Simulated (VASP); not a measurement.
A run of VASP 6.6.1:

File INCAR:

```
SYSTEM = SiO2
PREC = Accurate
ENCUT = 600
EDIFF = 1E-7
ISMEAR = 0
SIGMA = 0.02
LREAL = .False.
LASPH = .True.
NELM = 100
ALGO = Normal
ISIF = 4
LWAVE = .False.
LCHARG = .False.
GGA = PE
IBRION = 2
NSW = 50
EDIFFG = -0.01
```

Contents of KPOINTS:

```
Automatic mesh
0
Gamma
  6 6 6
  0 0 0
```

Contents of POSCAR:

```
SiO2
1.0
   -2.4879802422      2.4879802422      3.6521210918
    2.4879802422     -2.4879802422      3.6521210918
    2.4879802422      2.4879802422     -3.6521210918
Si O
2 4
Direct
    0.0000000000      0.0000000000      0.0000000000
    0.7500000000      0.2500000000      0.5000000000
    0.9670112400      0.6250000000      0.8420112400
    0.3750000000      0.2170112400      0.3420112400
    0.7829887600      0.1250000000      0.1579887600
    0.8750000000      0.0329887600      0.6579887600
```

Potentials or basis: VASP PAW PBE potentials, release 64 (Si, O).

Command:

```console
$ cat potpaw_PBE.64/Si/POTCAR potpaw_PBE.64/O/POTCAR > POTCAR
$ mpirun -np 1 vasp_std > vasp.out
```

Hardware: 1 thread of Intel(R) Xeon(R) Platinum 8488C (Sapphire Rapids), on a shared host.

**Question.** Estimate the wall time of this run.

**Answer.** It took 3.4 min on 1 thread of Intel(R) Xeon(R) Platinum 8488C (Sapphire Rapids), on a shared host, peak memory 0.27 GiB. Counts: scf iterations 57, k points 30, ion steps 6.
